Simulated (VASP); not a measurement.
# In2Au (Fm-3m) in VASP: further runs, part 2 of 2

VASP 6.6.1. The steps go on from the part before.

**4. Single point, LDA**

The input, INCAR:

```
SYSTEM = In2Au
  PREC = Accurate
  ENCUT = 520
  EDIFF = 1E-6
  ISMEAR = 1
  SIGMA = 0.2
  LREAL = .False.
  LASPH = .True.
  NELM = 100
  ALGO = Normal
  ISIF = 2
  LWAVE = .False.
  LCHARG = .True.
  GGA = CA
  LELF = .True.
  LVHAR = .True.
  NBANDS = 26
```

The input, KPOINTS:

```
Automatic mesh
0
Gamma
  8 8 8
  0 0 0
```

The input, POSCAR:

```
In2Au
1.0
    0.0000000000      3.2510000000      3.2510000000
    3.2510000000      0.0000000000      3.2510000000
    3.2510000000      3.2510000000      0.0000000000
In Au
2 1
Direct
    0.2500000000      0.2500000000      0.2500000000
    0.7500000000      0.7500000000      0.7500000000
    0.0000000000      0.0000000000      0.0000000000
```

Potentials or basis: VASP PAW LDA potentials, release 64 (In_d, Au).

The run is started by

```console
$ cat potpaw_LDA.64/In_d/POTCAR potpaw_LDA.64/Au/POTCAR > POTCAR
$ mpirun -np 1 vasp_std > vasp.out
```

OUTCAR:

```text
SYSTEM = In2Au
   PREC = Accurate
   ENCUT = 520
   EDIFF = 1E-6
   ISMEAR = 1
   LREAL = .False.
   LASPH = .True.
   NELM = 100
   ISIF = 2
   GGA = CA

 ion  position               nearest neighbor table
   1  0.250  0.250  0.250-   3 2.82   3 2.82   3 2.82   3 2.82   2 3.25   2 3.25   2 3.25   2 3.25
                             2 3.25   2 3.25
   2  0.750  0.750  0.750-   3 2.82   3 2.82   3 2.82   3 2.82   1 3.25   1 3.25   1 3.25   1 3.25
                             1 3.25   1 3.25
   3  0.000  0.000  0.000-   2 2.82   2 2.82   2 2.82   1 2.82   2 2.82   1 2.82   1 2.82   1 2.82

  LATTYP: Found a face centered cubic cell.
 ALAT       =     6.5020000000

  Lattice vectors:

 A1 = (   0.0000000000,   3.2510000000,   3.2510000000)
 A2 = (   3.2510000000,   0.0000000000,   3.2510000000)
 A3 = (   3.2510000000,   3.2510000000,   0.0000000000)

Analysis of symmetry for initial positions (statically):
=====================================================================
 Subroutine PRICEL returns:
 Original cell was already a primitive cell.

 Routine SETGRP: Setting up the symmetry group for a
 face centered cubic supercell.

 Subroutine GETGRP returns: Found 48 space group operations
 (whereof 48 operations were pure point group operations)
 out of a pool of 48 trial point group operations.

The static configuration has the point symmetry O_h .

Analysis of symmetry for dynamics (positions and initial velocities):
=====================================================================
 Subroutine PRICEL returns:
 Original cell was already a primitive cell.

 Routine SETGRP: Setting up the symmetry group for a
 face centered cubic supercell.

 Subroutine GETGRP returns: Found 48 space group operations
 (whereof 48 operations were pure point group operations)
 out of a pool of 48 trial point group operations.

The dynamic configuration has the point symmetry O_h .

[... 110 lines left out ...]
   PSTRESS=    0.0 pullay stress
   NELECT =      37.0000    total number of electrons
   NUPDOWN=      -1.0000    fix difference up-down
   EMIN   =  10.00;   EMAX   =-10.00  energy-range for DOS
   EFERMI =   0.00;   METHOD = LEGACY
   ISMEAR =     1;   SIGMA  =   0.20  broadening in eV -4-tet -1-fermi 0-gaus
   EFERMI_NEDOS =   21; number of points for ismear=-14 and -15
   IALGO  =     38    algorithm
   IMIX   =      4    mixing-type and parameters
     AMIX     =   0.40;   BMIX     =  1.00
     AMIX_MAG =   1.60;   BMIX_MAG =  1.00
  volume/ion in A,a.u.               =      22.91       154.58
  Fermi-wavevector in a.u.,A,eV,Ry     =   1.331829  2.516792 24.133582  1.773768
  Thomas-Fermi vector in A             =   2.460810
   LORBIT       =      0    0 simple, 1 ext, 2 COOP (PROOUT), +10 PAW based schemes
   GGA     = CA    functional components
   LHFCALC =     F    Hartree Fock is set to
   AEXX    =    0.0000 exact exchange contribution
   IVDW    =     0    specifies the selected vdW correction
   LEPSILON=     F    determine dielectric tensor
   LRPA    =     F    only Hartree local field effects (RPA)
 non-spin polarized calculation
 Methfessel and Paxton  Order N= 1 SIGMA  =   0.20
  energy-cutoff  :      520.00
  volume of cell :       68.72
 maximum number of plane-waves:      1868
 NGX is ok and might be reduce to    36
   NGX = 17   NGY = 17   NGZ = 17

 number of electron      36.9999987 magnetization

 Free energy of the ion-electron system (eV)
  ---------------------------------------------------
  ext. energy  EPLUGINS =         0.00000000
  ---------------------------------------------------
  free energy    TOTEN  =       -11.69514452 eV

  energy without entropy =      -11.70025449  energy(sigma->0) =      -11.69684785

 E-fermi :   7.8161     XC(G=0): -11.0411

 val. band max:        7.7195450125   @ k =  -0.1250   0.1250   0.0000
 cond. band min:       7.8827511966   @ k =   0.1250   0.1250   0.0000
 fundamental gap:      0.1632061841
 Fermi energy:         7.8160763668

 k-point     1 :       0.0000    0.0000    0.0000
  band No.  band energies     occupation
      1      -6.9738      2.00000
      2      -6.9738      2.00000
      3      -6.8190      2.00000
      4      -6.8190      2.00000
      5      -6.8190      2.00000
      6      -6.5365      2.00000
[... 685 lines left out ...]
     25      15.2749      0.00000
     26      17.7036      0.00000

 [... further k-points ...]
[... 5 lines left out ...]
  --------------------------------------------------------------------------------------
  -------------------------------------------------------------------------------------
  Total       -0.4719072     -0.4719072     -0.4719072      0.0000000     -0.0000000      0.0000000
  in kB      -11.0023703    -11.0023703    -11.0023703      0.0000000     -0.0000000      0.0000000
  external PRESSURE =     -11.0023703 kB  Pullay stress =       0.0000000 kB

 VOLUME and BASIS-vectors are now :
 -----------------------------------------------------------------------------
  energy-cutoff  :      520.00
  volume of cell :       68.72
      direct lattice vectors                 reciprocal lattice vectors
     0.000000000  3.251000000  3.251000000    -0.153798831  0.153798831  0.153798831
     3.251000000  0.000000000  3.251000000     0.153798831 -0.153798831  0.153798831
     3.251000000  3.251000000  0.000000000     0.153798831  0.153798831 -0.153798831

 POSITION                                       TOTAL-FORCE (eV/Angst)
 -----------------------------------------------------------------------------------
      1.62550      1.62550      1.62550        -0.000000     -0.000000     -0.000000
      4.87650      4.87650      4.87650         0.000000      0.000000      0.000000
      0.00000      0.00000      0.00000        -0.000000      0.000000      0.000000
 -----------------------------------------------------------------------------------
    total drift:                                0.000000      0.000000      0.000000

  FREE ENERGIE OF THE ION-ELECTRON SYSTEM (eV)
  ---------------------------------------------------
  free  energy   TOTEN  =       -11.6951445244 eV

  energy  without entropy=      -11.7002544929  energy(sigma->0) =      -11.69684785
```

Wall time 82 s (1 thread of AMD EPYC 7R43 (Zen 3), shared host); peak memory 0.16 GiB.

Results:

```yaml
Free_energy: -11.6951 eV
Pressure: -1.1 GPa
```

Caveat: spin-orbit coupling is left out, which moves the levels of the heavy elements.

**5. Single point, LDA**

The input, INCAR:

```
SYSTEM = In2Au
PREC = Accurate
ENCUT = 520
EDIFF = 1E-6
ISMEAR = 1
SIGMA = 0.1
LREAL = .FALSE.
LASPH = .TRUE.
NELM = 100
ALGO = Normal
ISIF = 2
LWAVE = .FALSE.
LCHARG = .FALSE.
GGA = CA
NBANDS = 26
```

The input, KPOINTS:

```
Automatic mesh
0
G
  8 8 8
  0 0 0
```

POSCAR is that of step 4.

The run is started by

```console
$ cat potpaw_LDA.64/In_d/POTCAR potpaw_LDA.64/Au/POTCAR > POTCAR
$ mpirun -np 1 vasp_std > vasp.out
```

Run time: 77 s. Hardware: 1 thread of AMD EPYC 7R43 (Zen 3), shared host; peak memory 0.16 GiB.

It converged, with:

| Quantity | Value |
| --- | --- |
| Free energy | -11.6966 eV |
| Pressure | -1.1 GPa |

Levels at points of the mesh, in eV from the Fermi level:
```tsv
k point	band 17	band 18	band 19	band 20	band 21	band 22
(0.00, 0.00, 0.00)	0.29	3.19	3.19	3.19	3.87	3.87
(0.50, 0.00, 0.00)	-4.57	0.97	0.97	1.82	2.85	3.74
(0.50, 0.50, 0.00)	-4.14	-1.79	-1.79	-0.20	2.55	9.06
```

Caveat: spin-orbit coupling is left out, which moves the levels of the heavy elements.

**6. The runs side by side**

```tsv
smearing	gap on the mesh (eV)	pressure (GPa)
methfessel-paxton 0.5 eV	none	-1.1
methfessel-paxton 0.3 eV	none	-1.1
methfessel-paxton 0.2 eV	none	-1.1
methfessel-paxton 0.1 eV	none	-1.1
```

Alike in all rows: task single point; level LDA; potentials or basis VASP PAW LDA potentials, release 64 (In_d, Au); no spin polarisation; cell as given; k mesh 8 × 8 × 8; cutoff (eV) 520.

Every run on the cell as given and a fine mesh finds a metal.

Caveats: spin-orbit coupling is left out, which moves the levels of the heavy elements.

Total energies depend on the potentials used, so only differences within one code and one set of settings carry meaning.
